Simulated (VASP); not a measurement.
# AlIn2Sb2As (P6/mmm) in VASP: relaxation of cell and atoms with PBE

Aim: the relaxation of cell and atoms of AlIn2Sb2As with PBE.

Everything below comes from runs of VASP 6.6.1. Logs are shortened: lines on timing, memory, paths and dates and some standing lists are left out, and cuts for length are marked.

### Step 1. The cell of the first run

The structure is hexagonal, space group P6/mmm (No. 191). The conventional cell has a = 5.212 Å, b = 5.212 Å, c = 10.506 Å, α = 90.00°, β = 90.00°, γ = 120.00°. Al (site symmetry 6/mmm) has 2 Sb at 2.70 Å and 6 In at 3.01 Å within 3.6 Å. In (site symmetry -6m2) has 3 In at 3.01 Å and 3 Al at 3.01 Å and 6 Sb at 4.04 Å within 4.1 Å. Within 3.4 Å of Sb (site symmetry 6mm) lie 1 As at 2.56 Å and 1 Al at 2.70 Å. As (site symmetry 6/mmm) has 2 Sb at 2.56 Å within 3.4 Å.

The cell was generated, and may not be a known phase.

### Step 2. Relaxation of cell and atoms, PBE

Contents of INCAR:

```
PREC = Accurate
ENCUT = 600
EDIFF = 1E-6
ISMEAR = 0
SIGMA = 0.1
LREAL = F
LASPH = T
NELM = 80
ALGO = Normal
ISIF = 3
LWAVE = F
LCHARG = F
GGA = PE
IBRION = 2
NSW = 100
EDIFFG = -0.01
```

Contents of KPOINTS:

```
regular mesh
0
Gamma
  12 12 4
```

Contents of POSCAR:

```
AlIn2Sb2As
1.0
    5.2121008225      0.0000000000      0.0000000000
   -2.6060504112      4.5138117193      0.0000000000
    0.0000000000      0.0000000000     10.5064149381
Al In Sb As
1 2 2 1
Direct
    0.0000000000      0.0000000000      0.0000000000
    0.3333333333      0.6666666667      0.0000000000
    0.6666666667      0.3333333333      0.0000000000
    0.0000000000      0.0000000000      0.7433988403
    0.0000000000      0.0000000000      0.2566011597
    0.0000000000      0.0000000000      0.5000000000
```

Potentials or basis: VASP PAW PBE potentials, release 64 (Al, In_d, Sb, As).

Run with:

```console
> cat potpaw_PBE.64/Al/POTCAR potpaw_PBE.64/In_d/POTCAR potpaw_PBE.64/Sb/POTCAR potpaw_PBE.64/As/POTCAR > POTCAR
> mpirun -np 1 vasp_std > vasp.out
```

OUTCAR:

```text
PREC = Accurate
   ENCUT = 600
   EDIFF = 1E-6
   ISMEAR = 0
   LREAL = F
   LASPH = T
   NELM = 80
   ISIF = 3
   GGA = PE
   IBRION = 2
   NSW = 100
   EDIFFG = -0.01

 ion  position               nearest neighbor table
   1  0.000  0.000  0.000-   4 2.70   5 2.70   2 3.01   3 3.01   2 3.01   3 3.01   3 3.01   2 3.01

   2  0.333  0.667  0.000-   3 3.01   1 3.01   3 3.01   1 3.01   1 3.01   3 3.01
   3  0.667  0.333  0.000-   2 3.01   1 3.01   2 3.01   1 3.01   1 3.01   2 3.01
   4  0.000  0.000  0.743-   6 2.56   1 2.70
   5  0.000  0.000  0.257-   6 2.56   1 2.70
   6  0.000  0.000  0.500-   4 2.56   5 2.56

  LATTYP: Found a hexagonal cell.
 ALAT       =     5.2121008225
 C/A-ratio  =     2.0157735424

  Lattice vectors:

 A1 = (   5.2121008225,   0.0000000000,   0.0000000000)
 A2 = (  -2.6060504112,   4.5138117193,   0.0000000000)
 A3 = (   0.0000000000,   0.0000000000,  10.5064149381)

Analysis of symmetry for initial positions (statically):
=====================================================================
 Subroutine PRICEL returns:
 Original cell was already a primitive cell.

 Routine SETGRP: Setting up the symmetry group for a
 hexagonal supercell.

 Subroutine GETGRP returns: Found 24 space group operations
 (whereof 24 operations were pure point group operations)
 out of a pool of 24 trial point group operations.

The static configuration has the point symmetry D_6h.

Analysis of symmetry for dynamics (positions and initial velocities):
=====================================================================
 Subroutine PRICEL returns:
 Original cell was already a primitive cell.

 Routine SETGRP: Setting up the symmetry group for a
 hexagonal supercell.

 Subroutine GETGRP returns: Found 24 space group operations
 (whereof 24 operations were pure point group operations)
 out of a pool of 24 trial point group operations.

The dynamic configuration has the point symmetry D_6h.

 Subroutine INISYM returns: Found 24 space group operations
 (whereof 24 operations are pure point group operations),
 and found     1 'primitive' translations

----------------------------------------------------------------------------------------

                                     Primitive cell

  volume of cell :     247.1786

  direct lattice vectors                    reciprocal lattice vectors
     5.212100823  0.000000000  0.000000000     0.191861216  0.110771125  0.000000000
    -2.606050411  4.513811719  0.000000000     0.000000000  0.221542249  0.000000000
     0.000000000  0.000000000 10.506414938     0.000000000  0.000000000  0.095179945

  length of vectors
     5.212100823  5.212100822 10.506414938     0.221542249  0.221542249  0.095179945

  position of ions in fractional coordinates (direct lattice)
     0.000000000  0.000000000  0.000000000
     0.333333333  0.666666667  0.000000000
     0.666666667  0.333333333  0.000000000
     0.000000000  0.000000000  0.743398840
     0.000000000  0.000000000  0.256601160
     0.000000000  0.000000000  0.500000000

  ion indices of the primitive-cell ions
   primitive index   ion index
                 1           1
                 2           2
                 3           3
                 4           4
                 5           5
                 6           6

----------------------------------------------------------------------------------------

 KPOINTS: regular mesh

Automatic generation of k-mesh.
 Grid dimensions read from file:
 generate k-points for:   12   12    4

 Generating k-lattice:

  Cartesian coordinates                     Fractional coordinates (reciprocal lattice)
     0.015988435  0.009230927  0.000000000     0.083333333  0.000000000  0.000000000
     0.000000000  0.018461854  0.000000000     0.000000000  0.083333333  0.000000000
     0.000000000  0.000000000  0.023794986     0.000000000  0.000000000  0.250000000

  Length of vectors
     0.018461854  0.018461854  0.023794986

  Shift w.r.t. Gamma in fractional coordinates (k-lattice)
     0.000000000  0.000000000  0.000000000

 Subroutine IBZKPT returns following result:
 ===========================================

 Found     57 irreducible k-points:

 Following reciprocal coordinates:
            Coordinates               Weight
  0.000000  0.000000  0.000000      1.000000
  0.083333 -0.000000  0.000000      6.000000
  0.166667 -0.000000  0.000000      6.000000
  0.250000 -0.000000  0.000000      6.000000
  0.333333 -0.000000  0.000000      6.000000
  0.416667 -0.000000  0.000000      6.000000
[... 16 lines left out ...]
  0.250000 -0.000000  0.250000     12.000000
  0.333333 -0.000000  0.250000     12.000000
 [... further k-points ...]
   k-points           NKPTS =     57   k-points in BZ     NKDIM =     57   number of bands    NBANDS=     26
   number of dos      NEDOS =    301   number of ions     NIONS =      6
   total plane-waves  NPLWV = 148176
   dimension x,y,z NGX =    42 NGY =   42 NGZ =   84
   dimension x,y,z NGXF=    84 NGYF=   84 NGZF=  168
   ions per type =               1   2   2   1
   NGX,Y,Z   is equivalent  to a cutoff of  13.40, 13.40, 13.29 a.u.
   NGXF,Y,Z  is equivalent  to a cutoff of  26.79, 26.79, 26.58 a.u.
 SYSTEM =  unknown system
   PREC   = accura    normal or accurate (medium, high low for compatibility)
   ISTART =      0    job   : 0-new  1-cont  2-samecut
   ICHARG =      2    charge: 1-file 2-atom 10-const
   ISPIN  =      1    spin polarized calculation?
   LNONCOLLINEAR =      F non collinear calculations
   LSORBIT =      F    spin-orbit coupling
   LASPH  =      T    aspherical Exc in radial PAW
   ENCUT  =  600.0 eV  44.10 Ry    6.64 a.u.  10.41 10.41 20.98*2*pi/ulx,y,z
   NELM   =     80;   NELMIN=  2; NELMDL= -5     # of ELM steps
   EDIFF  = 0.1E-05   stopping-criterion for ELM
   LREAL  =      F    real-space projection
   EDIFFG = -.1E-01   stopping-criterion for IOM
   NSW    =    100    number of steps for IOM
   IBRION =      2    ionic relax: 0-MD 1-quasi-New 2-CG
   NFREE  =      1    steps in history (QN), initial steepest desc. (CG)
   ISIF   =      3    stress and relaxation
   ISYM   =      2    0-nonsym 1-usesym 2-fastsym
   POTIM  = 0.5000    time-step for ionic-motion
   TEBEG  =    0.0;   TEEND  =   0.0 temperature during run
   PSTRESS=    0.0 pullay stress
   NELECT =      44.0000    total number of electrons
   NUPDOWN=      -1.0000    fix difference up-down
   EMIN   =  10.00;   EMAX   =-10.00  energy-range for DOS
   EFERMI =   0.00;   METHOD = LEGACY
   ISMEAR =     0;   SIGMA  =   0.10  broadening in eV -4-tet -1-fermi 0-gaus
   EFERMI_NEDOS =   21; number of points for ismear=-14 and -15
   IALGO  =     38    algorithm
   IMIX   =      4    mixing-type and parameters
     AMIX     =   0.40;   BMIX     =  1.00
     AMIX_MAG =   1.60;   BMIX_MAG =  1.00
  volume/ion in A,a.u.               =      41.20       278.01
  Fermi-wavevector in a.u.,A,eV,Ry     =   0.920920  1.740287 11.539026  0.848095
  Thomas-Fermi vector in A             =   2.046280
   LORBIT       =      0    0 simple, 1 ext, 2 COOP (PROOUT), +10 PAW based schemes
   GGA     = PE    functional components
   LHFCALC =     F    Hartree Fock is set to
   AEXX    =    0.0000 exact exchange contribution
   IVDW    =     0    specifies the selected vdW correction
   LEPSILON=     F    determine dielectric tensor
   LRPA    =     F    only Hartree local field effects (RPA)
 conjugate gradient relaxation of ions
 non-spin polarized calculation
 Gauss-broadening in eV      SIGMA  =   0.10
  energy-cutoff  :      600.00
  volume of cell :      247.18
 maximum number of plane-waves:      8300
 NGX is ok and might be reduce to    42
   NGX = 21   NGY = 21   NGZ = 41

--------------------------------------- Ionic step        1  -------------------------------------------

 number of electron      44.0000013 magnetization

 Free energy of the ion-electron system (eV)
  ---------------------------------------------------
  ext. energy  EPLUGINS =         0.00000000
  ---------------------------------------------------
  free energy    TOTEN  =       -18.16483878 eV

  energy without entropy =      -18.14681870  energy(sigma->0) =      -18.15582874

------------------------ aborting loop because EDIFF is reached ----------------------------------------

  FORCE on cell =-STRESS in cart. coord.  units (eV):
  Direction    XX          YY          ZZ          XY          YZ          ZX
  --------------------------------------------------------------------------------------
  -------------------------------------------------------------------------------------
  Total        0.6377568      0.6377568     -2.4324417      0.0000000     -0.0000000      0.0000000
  in kB        4.1338515      4.1338515    -15.7667517      0.0000000     -0.0000000      0.0000000
  external PRESSURE =      -2.4996829 kB  Pullay stress =       0.0000000 kB
[... 265 lines left out ...]
  energy  without entropy=      -18.1690802370  energy(sigma->0) =      -18.17829039

--------------------------------------- Ionic step        8  -------------------------------------------

 number of electron      43.9999997 magnetization

 Free energy of the ion-electron system (eV)
  ---------------------------------------------------
  ext. energy  EPLUGINS =         0.00000000
  ---------------------------------------------------
  free energy    TOTEN  =       -18.18752206 eV

  energy without entropy =      -18.16910632  energy(sigma->0) =      -18.17831419

 E-fermi :   2.2140     XC(G=0):  -7.3945

 val. band max:        2.2090921402   @ k =   0.2500   0.0833   0.5000
 cond. band min:       2.2174449910   @ k =   0.1667   0.0833   0.0000
 fundamental gap:      0.0083528508
 Fermi energy:         2.2139876529

 k-point     1 :       0.0000    0.0000    0.0000
  band No.  band energies     occupation
      1     -12.5741      2.00000
      2     -12.4653      2.00000
      3     -12.4653      2.00000
      4     -12.4503      2.00000
      5     -12.4503      2.00000
      6     -12.3330      2.00000
[... 685 lines left out ...]
     25       3.6840      0.00000
     26       4.2579      0.00000

 [... further k-points ...]

------------------------ aborting loop because EDIFF is reached ----------------------------------------

  FORCE on cell =-STRESS in cart. coord.  units (eV):
  Direction    XX          YY          ZZ          XY          YZ          ZX
  --------------------------------------------------------------------------------------
  -------------------------------------------------------------------------------------
  Total       -0.0016136     -0.0016136     -0.0131568     -0.0000000     -0.0000000      0.0000000
  in kB       -0.0103686     -0.0103686     -0.0845433     -0.0000000     -0.0000000      0.0000000
  external PRESSURE =      -0.0350935 kB  Pullay stress =       0.0000000 kB
[... 21 lines left out ...]
  FREE ENERGIE OF THE ION-ELECTRON SYSTEM (eV)
  ---------------------------------------------------
  free  energy   TOTEN  =       -18.1875220572 eV

  energy  without entropy=      -18.1691063174  energy(sigma->0) =      -18.17831419

 reached required accuracy - stopping structural energy minimisation
```

Wall time 50 min (1 thread of Intel Xeon 8259CL, shared host); peak memory 0.79 GiB.

What came out:

* Free energy: -18.1875 eV
* Relaxed volume: 41.56 Å³/atom
* Relaxed cell: a = 5.268 Å, b = 5.268 Å, c = 10.373 Å, α = 90.00°, β = 90.00°, γ = 120.00°
* Space group after relaxing (to 0.1 Å): P6/mmm (No. 191)
* Energy gained by relaxing: 3.8 meV/atom
* Ionic steps: 8
* Pressure after relaxing: 0.0 GPa
* Largest force after relaxing: 0.008 eV/Å
* Band gap on the k mesh: zero (bands 22 and 23 overlap by 1.35 eV)

Forces on the atoms (eV/Å):
```
Al   0.000  0.000  0.000
In   0.000  0.000  0.000
In   0.000  0.000  0.000
Sb   0.000  0.000  0.008
Sb   0.000  0.000 -0.008
As   0.000  0.000  0.000
```

Step by step:
```
step  energy change (eV)  largest force (eV/Å)  pressure (GPa)  volume (Å³)
   1              0.0000                0.0277           -0.25       247.18
   2             -0.0133                0.1635            0.54       244.84
   3             -0.0185                0.0942            0.25       245.64
   4             -0.0216                0.0533            0.12       247.56
   5             -0.0226                0.0018           -0.05       250.12
   6             -0.0227                0.0148           -0.01       249.48
   7             -0.0227                0.0160            0.00       249.41
   8             -0.0227                0.0079            0.00       249.33
```

Final structure:
```
Al In Sb As
1.0
     5.26840    0.00000    0.00000
    -2.63420    4.56257    0.00000
     0.00000    0.00000   10.37276
Al In Sb As
1 2 2 1
Direct
  0.00000 0.00000 0.00000
  0.33333 0.66667 0.00000
  0.66667 0.33333 0.00000
  0.00000 0.00000 0.74417
  0.00000 0.00000 0.25583
  0.00000 0.00000 0.50000
```

Caveat: spin-orbit coupling is left out, which moves the levels of the heavy elements.
